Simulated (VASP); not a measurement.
# AlNi3 (I4mm) in VASP: a series of runs

AlNi3 is run at these levels: r2SCAN; tasks: single point.

All numbers are computed with VASP 6.6.1; they aren't measurements. Logs are shortened: lines on timing, memory, paths and dates and some standing lists are left out, and cuts for length are marked.

**1. The cell of the first run**

The structure is tetragonal, space group I4mm (No. 107). Conventional cell: a = 3.962 Å, b = 3.962 Å, c = 5.604 Å, α = 90.00°, β = 90.00°, γ = 90.00°. Within 3.2 Å of Al (site symmetry 4mm) lie 14 Ni at 2.40 to 2.85 Å. Within 3.2 Å of Ni (site symmetry 2mm) lie 4 Al at 2.40 to 2.46 Å and 10 Ni at 2.43 to 2.80 Å. Within 3.2 Å of Ni (site symmetry 4mm) lie 8 Ni at 2.43 Å and 6 Al at 2.75 to 2.85 Å.

**2. Single point, r2SCAN (all Al atoms moved -0.050 Å, as atom 1 along Cartesian [1 0 0])**

POSCAR

```
AlNi3
1.0
    0.0000000000      2.8018887551      2.8018887551
    2.8018887551      0.0000000000      2.8018887551
    2.8018887551      2.8018887551      0.0000000000
Al Ni
1 3
Direct
    0.5089225527      0.4910774473      0.4910774473
    0.2500000000      0.2500000000      0.2500000000
    0.0000000000      0.0000000000      0.0000000000
    0.7500000000      0.7500000000      0.7500000000
```

INCAR.step1

```
  ALGO = Normal
  EDIFF = 1E-4
  ENCUT = 520
  GGA = PE
  ISMEAR = 0
  LASPH = T
  LCHARG = F
  LREAL = F
  LWAVE = T
  NBANDS = 24
  NELM = 80
  PREC = Accurate
  SIGMA = 0.15
```

INCAR.step2

```
  ALGO = Normal
  EDIFF = 1E-7
  ENCUT = 520
  ISIF = 2
  ISMEAR = 0
  ISTART = 1
  LASPH = T
  LCHARG = F
  LMIXTAU = T
  LREAL = F
  LWAVE = F
  METAGGA = R2SCAN
  NBANDS = 24
  NELM = 80
  PREC = Accurate
  SIGMA = 0.15
```

KPOINTS

```
k-points
0
Gamma
  14 14 14
```

Potentials or basis: VASP PAW PBE potentials, release 64 (Al, Ni).

On the command line:

```bash
cat potpaw_PBE.64/Al/POTCAR potpaw_PBE.64/Ni/POTCAR > POTCAR
cp INCAR.step1 INCAR
mpirun -np 1 vasp_std > vasp.out
cp INCAR.step2 INCAR
mpirun -np 1 vasp_std > vasp.out
```

OUTCAR:

```text
EDIFF = 1E-7
   ENCUT = 520
   ISIF = 2
   ISMEAR = 0
   ISTART = 1
   LASPH = T
   LREAL = F
   METAGGA = R2SCAN
   NELM = 80
   PREC = Accurate

 ion  position               nearest neighbor table
   1  0.509  0.491  0.491-   2 2.40   4 2.40   4 2.40   2 2.40   2 2.46   2 2.46   4 2.46   4 2.46
                             3 2.75   3 2.80   3 2.80   3 2.80   3 2.80   3 2.85
   2  0.250  0.250  0.250-   1 2.40   1 2.40   3 2.43   3 2.43   3 2.43   3 2.43   1 2.46   1 2.46
                             4 2.80   4 2.80   4 2.80   4 2.80   4 2.80   4 2.80
   3  0.000  0.000  0.000-   4 2.43   2 2.43   4 2.43   2 2.43   4 2.43   4 2.43   2 2.43   2 2.43
                             1 2.75   1 2.80   1 2.80   1 2.80   1 2.80   1 2.85
   4  0.750  0.750  0.750-   1 2.40   1 2.40   3 2.43   3 2.43   3 2.43   3 2.43   1 2.46   1 2.46
                             2 2.80   2 2.80   2 2.80   2 2.80   2 2.80   2 2.80

  LATTYP: Found a face centered cubic cell.
 ALAT       =     5.6037775102

  Lattice vectors:

 A1 = (   0.0000000000,   2.8018887551,   2.8018887551)
 A2 = (   2.8018887551,   0.0000000000,   2.8018887551)
 A3 = (   2.8018887551,   2.8018887551,   0.0000000000)

Analysis of symmetry for initial positions (statically):
=====================================================================
 Subroutine PRICEL returns:
 Original cell was already a primitive cell.

 Routine SETGRP: Setting up the symmetry group for a
 face centered cubic supercell.

 Subroutine GETGRP returns: Found  8 space group operations
 (whereof  8 operations were pure point group operations)
 out of a pool of 48 trial point group operations.

The static configuration has the point symmetry C_4v.

Analysis of symmetry for dynamics (positions and initial velocities):
=====================================================================
 Subroutine PRICEL returns:
 Original cell was already a primitive cell.

 Routine SETGRP: Setting up the symmetry group for a
 face centered cubic supercell.

 Subroutine GETGRP returns: Found  8 space group operations
 (whereof  8 operations were pure point group operations)
 out of a pool of 48 trial point group operations.

The dynamic configuration has the point symmetry C_4v.

 Subroutine INISYM returns: Found  8 space group operations
 (whereof  8 operations are pure point group operations),
 and found     1 'primitive' translations

----------------------------------------------------------------------------------------

                                     Primitive cell

  volume of cell :      43.9929

  direct lattice vectors                    reciprocal lattice vectors
     0.000000000  2.801888755  2.801888755    -0.178451053  0.178451053  0.178451053
     2.801888755  0.000000000  2.801888755     0.178451053 -0.178451053  0.178451053
     2.801888755  2.801888755  0.000000000     0.178451053  0.178451053 -0.178451053

  length of vectors
     3.962469078  3.962469078  3.962469078     0.309086291  0.309086291  0.309086291

  position of ions in fractional coordinates (direct lattice)
     0.508922553  0.491077447  0.491077447
     0.250000000  0.250000000  0.250000000
     0.000000000  0.000000000  0.000000000
     0.750000000  0.750000000  0.750000000

  ion indices of the primitive-cell ions
   primitive index   ion index
                 1           1
                 2           2
                 3           3
                 4           4

----------------------------------------------------------------------------------------

 KPOINTS: k-points

Automatic generation of k-mesh.
 Grid dimensions read from file:
 generate k-points for:   14   14   14

 Generating k-lattice:

  Cartesian coordinates                     Fractional coordinates (reciprocal lattice)
    -0.012746504  0.012746504  0.012746504     0.071428571  0.000000000  0.000000000
     0.012746504 -0.012746504  0.012746504     0.000000000  0.071428571  0.000000000
     0.012746504  0.012746504 -0.012746504     0.000000000  0.000000000  0.071428571

  Length of vectors
     0.022077592  0.022077592  0.022077592

  Shift w.r.t. Gamma in fractional coordinates (k-lattice)
     0.000000000  0.000000000  0.000000000

 Subroutine IBZKPT returns following result:
 ===========================================

 Found    244 irreducible k-points:

 Following reciprocal coordinates:
            Coordinates               Weight
  0.000000  0.000000  0.000000      1.000000
  0.071429  0.000000  0.000000      8.000000
  0.142857  0.000000  0.000000      8.000000
  0.214286  0.000000  0.000000      8.000000
  0.285714  0.000000  0.000000      8.000000
  0.357143  0.000000  0.000000      8.000000
[... 16 lines left out ...]
 -0.428571  0.071429  0.000000     16.000000
  0.000000 -0.428571  0.071429      8.000000
 [... further k-points ...]
   k-points           NKPTS =    244   k-points in BZ     NKDIM =    244   number of bands    NBANDS=     24
   number of dos      NEDOS =    301   number of ions     NIONS =      4
   total plane-waves  NPLWV =  27000
   dimension x,y,z NGX =    30 NGY =   30 NGZ =   30
   dimension x,y,z NGXF=    60 NGYF=   60 NGZF=   60
   ions per type =               1   3
   NGX,Y,Z   is equivalent  to a cutoff of  12.59, 12.59, 12.59 a.u.
   NGXF,Y,Z  is equivalent  to a cutoff of  25.17, 25.17, 25.17 a.u.
 SYSTEM =  unknown system
   PREC   = accura    normal or accurate (medium, high low for compatibility)
   ISTART =      1    job   : 0-new  1-cont  2-samecut
   ICHARG =      0    charge: 1-file 2-atom 10-const
   ISPIN  =      1    spin polarized calculation?
   LNONCOLLINEAR =      F non collinear calculations
   LSORBIT =      F    spin-orbit coupling
   LASPH  =      T    aspherical Exc in radial PAW
   ENCUT  =  520.0 eV  38.22 Ry    6.18 a.u.   7.37  7.37  7.37*2*pi/ulx,y,z
   NELM   =     80;   NELMIN=  2; NELMDL=  0     # of ELM steps
   EDIFF  = 0.1E-06   stopping-criterion for ELM
   LREAL  =      F    real-space projection
   EDIFFG = 0.1E-05   stopping-criterion for IOM
   NSW    =      0    number of steps for IOM
   IBRION =     -1    ionic relax: 0-MD 1-quasi-New 2-CG
   NFREE  =      0    steps in history (QN), initial steepest desc. (CG)
   ISIF   =      2    stress and relaxation
   ISYM   =      2    0-nonsym 1-usesym 2-fastsym
   POTIM  = 0.5000    time-step for ionic-motion
   TEBEG  =    0.0;   TEEND  =   0.0 temperature during run
   PSTRESS=    0.0 pullay stress
   NELECT =      33.0000    total number of electrons
   NUPDOWN=      -1.0000    fix difference up-down
   EMIN   =  10.00;   EMAX   =-10.00  energy-range for DOS
   EFERMI =   0.00;   METHOD = LEGACY
   ISMEAR =     0;   SIGMA  =   0.15  broadening in eV -4-tet -1-fermi 0-gaus
   EFERMI_NEDOS =   21; number of points for ismear=-14 and -15
   IALGO  =     38    algorithm
   IMIX   =      4    mixing-type and parameters
     AMIX     =   0.40;   BMIX     =  1.00
     AMIX_MAG =   1.60;   BMIX_MAG =  1.00
  volume/ion in A,a.u.               =      11.00        74.22
  Fermi-wavevector in a.u.,A,eV,Ry     =   1.487483  2.810935 30.104316  2.212605
  Thomas-Fermi vector in A             =   2.600638
   LORBIT       =      0    0 simple, 1 ext, 2 COOP (PROOUT), +10 PAW based schemes
   METAGGA = R2SCAN    functional components
   LHFCALC =     F    Hartree Fock is set to
   AEXX    =    0.0000 exact exchange contribution
   IVDW    =     0    specifies the selected vdW correction
   LEPSILON=     F    determine dielectric tensor
   LRPA    =     F    only Hartree local field effects (RPA)
 non-spin polarized calculation
 Gauss-broadening in eV      SIGMA  =   0.15
  energy-cutoff  :      520.00
  volume of cell :       43.99
 maximum number of plane-waves:      1243
 NGX is ok and might be reduce to    30
   NGX = 15   NGY = 15   NGZ = 15

 number of electron      33.0000017 magnetization

 Free energy of the ion-electron system (eV)
  ---------------------------------------------------
  ext. energy  EPLUGINS =         0.00000000
  ---------------------------------------------------
  free energy    TOTEN  =       -44.04235471 eV

  energy without entropy =      -44.01264580  energy(sigma->0) =      -44.02750025

 E-fermi :   9.7678     XC(G=0): -13.8794

 val. band max:        9.7542837641   @ k =   0.0714  -0.4286   0.5000
 cond. band min:       9.7711866133   @ k =   0.5000   0.1429  -0.3571
 fundamental gap:      0.0169028492
 Fermi energy:         9.7677637921

 k-point     1 :       0.0000    0.0000    0.0000
  band No.  band energies     occupation
      1      -0.8940      2.00000
      2       5.9869      2.00000
      3       6.0141      2.00000
      4       6.1337      2.00000
      5       6.1337      2.00000
      6       6.1604      2.00000
[... 16 lines left out ...]
     23      17.8180      0.00000
     24      18.9720      0.00000

 k-point     2 :       0.0714    0.0000    0.0000
  band No.  band energies     occupation
      1      -0.8144      2.00000
      2       5.9521      2.00000
      3       5.9691      2.00000
      4       6.0967      2.00000
      5       6.2213      2.00000
      6       6.2337      2.00000
[... 16 lines left out ...]
     23      18.1023      0.00000
     24      18.7195      0.00000

 k-point     3 :       0.1429    0.0000    0.0000
  band No.  band energies     occupation
      1      -0.5773      2.00000
      2       5.9095      2.00000
      3       5.9316      2.00000
      4       5.9812      2.00000
      5       6.3810      2.00000
      6       6.3874      2.00000
[... 16 lines left out ...]
     23      18.4103      0.00000
     24      18.4476      0.00000
[... 514 lines left out ...]
 k-point    23 :      -0.4286    0.0714    0.0000
  band No.  band energies     occupation
      1       2.0809      2.00000
      2       3.4378      2.00000
      3       6.0164      2.00000
      4       6.0722      2.00000
      5       6.8406      2.00000
      6       7.0155      2.00000
[... 16 lines left out ...]
     23      18.8180      0.00000
     24      21.5320      0.00000

 k-point    24 :       0.0000   -0.4286    0.0714
  band No.  band energies     occupation
      1       2.0810      2.00000
      2       3.4376      2.00000
      3       6.0166      2.00000
      4       6.0721      2.00000
      5       6.8415      2.00000
      6       7.0162      2.00000
[... 16 lines left out ...]
     23      18.8182      0.00000
     24      21.5320      0.00000

 [... further k-points ...]

------------------------ aborting loop because EDIFF is reached ----------------------------------------

  FORCE on cell =-STRESS in cart. coord.  units (eV):
  Direction    XX          YY          ZZ          XY          YZ          ZX
  --------------------------------------------------------------------------------------
  -------------------------------------------------------------------------------------
  Total        0.0625431      0.0860689      0.0860689      0.0000000      0.0000000      0.0000000
  in kB        2.2777571      3.1345423      3.1345423      0.0000000      0.0000000      0.0000000
  external PRESSURE =       2.8489472 kB  Pullay stress =       0.0000000 kB

 VOLUME and BASIS-vectors are now :
 -----------------------------------------------------------------------------
  energy-cutoff  :      520.00
  volume of cell :       43.99
      direct lattice vectors                 reciprocal lattice vectors
     0.000000000  2.801888755  2.801888755    -0.178451053  0.178451053  0.178451053
     2.801888755  0.000000000  2.801888755     0.178451053 -0.178451053  0.178451053
     2.801888755  2.801888755  0.000000000     0.178451053  0.178451053 -0.178451053

 POSITION                                       TOTAL-FORCE (eV/Angst)
 -----------------------------------------------------------------------------------
      2.75189      2.80189      2.80189         0.471281      0.000000      0.000000
      1.40094      1.40094      1.40094        -0.196401     -0.000000     -0.000000
      0.00000      0.00000      0.00000        -0.078479      0.000000      0.000000
      4.20283      4.20283      4.20283        -0.196401      0.000000      0.000000
 -----------------------------------------------------------------------------------
    total drift:                                0.001149     -0.000037     -0.000036

  FREE ENERGIE OF THE ION-ELECTRON SYSTEM (eV)
  ---------------------------------------------------
  free  energy   TOTEN  =       -44.0423547068 eV

  energy  without entropy=      -44.0126457966  energy(sigma->0) =      -44.02750025
```

It took 16 min on 1 thread of AMD EPYC 9R45 (Zen 5), shared host; peak memory 0.31 GiB.

What came out:

| Property | Result |
| --- | --- |
| Free energy | -44.0424 eV |
| Pressure | 0.3 GPa |
| Largest force | 0.471 eV/Å |
| Band gap on the k mesh | zero (an odd number of electrons rules out a gap without spin polarisation) |

Forces on the atoms (eV/Å):
```
Al   0.471  0.000  0.000
Ni  -0.196  0.000  0.000
Ni  -0.078  0.000  0.000
Ni  -0.196  0.000  0.000
```

Levels at points of the mesh, in eV from the Fermi level:
| k point | band 13 | band 14 | band 15 | band 16 | band 17 | band 18 | band 19 | band 20 |
| --- | --- | --- | --- | --- | --- | --- | --- | --- |
| (0.00, 0.00, 0.00) | -0.60 | -0.60 | -0.57 | -0.57 | 5.64 | 5.64 | 5.66 | 6.17 |
| (0.50, 0.00, 0.00) | -0.70 | -0.70 | -0.51 | -0.51 | -0.15 | 4.49 | 4.49 | 4.98 |
| (0.50, 0.50, 0.00) | -1.11 | -0.74 | -0.61 | -0.45 | -0.36 | -0.36 | -0.02 | 4.50 |
| (0.00, 0.50, 0.50) | -1.11 | -0.74 | -0.61 | -0.45 | -0.36 | -0.36 | -0.02 | 4.50 |

Caveat: the cell differs from its parent crystal (all Al atoms moved -0.050 Å, as atom 1 along Cartesian [1 0 0]); the PAW data sets were made with another functional, which shifts forces and pressure a little. Spin polarisation is off, so any magnetic state and its effect on volume and gap are missing.

**3. Single point, r2SCAN (all Al atoms moved +0.025 Å, as atom 1 along Cartesian [1 0 0])**

POSCAR: that of step 2 with these lines changed.

```diff
@@ -8,3 +8,3 @@
 Direct
-    0.5089225527      0.4910774473      0.4910774473
+    0.4955387237      0.5044612763      0.5044612763
     0.2500000000      0.2500000000      0.2500000000
```

INCAR.step1

```
SYSTEM = AlNi3
PREC = Accurate ; ENCUT = 520
ISMEAR = 0 ; SIGMA = 0.15
LREAL = .FALSE. ; LASPH = .TRUE.
NELM = 60 ; NBANDS = 24
GGA = PE ; ALGO = Normal
EDIFF = 1E-4 ; LWAVE = .TRUE.
LCHARG = .FALSE.
```

INCAR.step2

```
SYSTEM = AlNi3
PREC = Accurate ; ENCUT = 520
EDIFF = 1E-7 ; ISMEAR = 0
SIGMA = 0.15 ; LREAL = .FALSE.
LASPH = .TRUE. ; NELM = 60
ALGO = Normal ; ISIF = 2
LWAVE = .FALSE. ; LCHARG = .FALSE.
METAGGA = R2SCAN ; LMIXTAU = .TRUE.
NBANDS = 24 ; ISTART = 1
```

KPOINTS

```
regular mesh
0
G
  14 14 14
  0 0 0
```

Potentials or basis: VASP PAW PBE potentials, release 64 (Al, Ni).

On the command line:

```bash
cat potpaw_PBE.64/Al/POTCAR potpaw_PBE.64/Ni/POTCAR > POTCAR
cp INCAR.step1 INCAR
mpirun -np 1 vasp_std > vasp.out
cp INCAR.step2 INCAR
mpirun -np 1 vasp_std > vasp.out
```

OUTCAR:

```text
SYSTEM = AlNi3
   PREC = Accurate
   ENCUT = 520
   EDIFF = 1E-7
   ISMEAR = 0
   LREAL = .FALSE.
   LASPH = .TRUE.
   NELM = 60
   ISIF = 2
   METAGGA = R2SCAN
   ISTART = 1

 ion  position               nearest neighbor table
   1  0.496  0.504  0.504-   2 2.41   2 2.41   4 2.41   4 2.41   2 2.44   4 2.44   4 2.44   2 2.44
                             3 2.78   3 2.80   3 2.80   3 2.80   3 2.80   3 2.83
   2  0.250  0.250  0.250-   1 2.41   1 2.41   3 2.43   3 2.43   3 2.43   3 2.43   1 2.44   1 2.44
[... 855 lines left out ...]
  --------------------------------------------------------------------------------------
  -------------------------------------------------------------------------------------
  Total        0.0490591      0.0546813      0.0546813     -0.0000000      0.0000000      0.0000000
  in kB        1.7866841      1.9914361      1.9914361     -0.0000000      0.0000000      0.0000000
  external PRESSURE =       1.9231854 kB  Pullay stress =       0.0000000 kB

 VOLUME and BASIS-vectors are now :
 -----------------------------------------------------------------------------
  energy-cutoff  :      520.00
  volume of cell :       43.99
      direct lattice vectors                 reciprocal lattice vectors
     0.000000000  2.801888755  2.801888755    -0.178451053  0.178451053  0.178451053
     2.801888755  0.000000000  2.801888755     0.178451053 -0.178451053  0.178451053
     2.801888755  2.801888755  0.000000000     0.178451053  0.178451053 -0.178451053

 POSITION                                       TOTAL-FORCE (eV/Angst)
 -----------------------------------------------------------------------------------
      2.82689      2.80189      2.80189        -0.236867      0.000000      0.000000
      1.40094      1.40094      1.40094         0.098629      0.000000      0.000000
      0.00000      0.00000      0.00000         0.039609      0.000000      0.000000
      4.20283      4.20283      4.20283         0.098629      0.000000      0.000000
 -----------------------------------------------------------------------------------
    total drift:                               -0.002873      0.000012      0.000012

  FREE ENERGIE OF THE ION-ELECTRON SYSTEM (eV)
  ---------------------------------------------------
  free  energy   TOTEN  =       -44.0512376780 eV

  energy  without entropy=      -44.0214925389  energy(sigma->0) =      -44.03636511
```

OSZICAR.step1:

```text
N       E                     dE             d eps       ncg     rms          rms(c)
DAV:   1     0.187737076782E+03    0.18774E+03   -0.14275E+04 11864   0.177E+03
DAV:   2    -0.161536560574E+02   -0.20389E+03   -0.19191E+03 11712   0.321E+02
DAV:   3    -0.250306114241E+02   -0.88770E+01   -0.84684E+01 14360   0.920E+01
DAV:   4    -0.251643675709E+02   -0.13376E+00   -0.13368E+00 14296   0.981E+00
DAV:   5    -0.251687629504E+02   -0.43954E-02   -0.43953E-02 15128   0.164E+00    0.182E+01
DAV:   6    -0.248803763668E+02    0.28839E+00   -0.34152E+01 13664   0.102E+02    0.163E+01
DAV:   7    -0.218447231743E+02    0.30357E+01   -0.10421E+01 13800   0.647E+01    0.628E+00
DAV:   8    -0.218987986503E+02   -0.54075E-01   -0.13755E+00 13080   0.364E+01    0.542E+00
DAV:   9    -0.216824575594E+02    0.21634E+00   -0.20123E-01 15792   0.159E+01    0.121E+00
DAV:  10    -0.216679564625E+02    0.14501E-01   -0.55397E-02 18592   0.484E+00    0.455E-01
DAV:  11    -0.216672079928E+02    0.74847E-03   -0.69208E-03 15496   0.193E+00    0.964E-02
DAV:  12    -0.216672477611E+02   -0.39768E-04   -0.58615E-04 13536   0.452E-01
   1 F= -.21667248E+02 E0= -.21651528E+02  d E =-.314391E-01
```

Wall time 15 min (1 thread of AMD EPYC 9R45 (Zen 5), shared host); peak memory 0.31 GiB.

Results:

```yaml
Free_energy: -44.0512 eV
Pressure: 0.2 GPa
Largest_force: 0.237 eV/Å
Band_gap_on_the_k_mesh: zero (an odd number of electrons rules out a gap without spin polarisation)
```

Forces in eV/Å, atoms in the order of the input:
```
Al  -0.237  0.000  0.000
Ni   0.099  0.000  0.000
Ni   0.040  0.000  0.000
Ni   0.099  0.000  0.000
```

Caveat: the cell differs from its parent crystal (all Al atoms moved +0.025 Å, as atom 1 along Cartesian [1 0 0]); the PAW data sets were made with another functional, which shifts forces and pressure a little. Spin polarisation is off, so any magnetic state and its effect on volume and gap are missing.
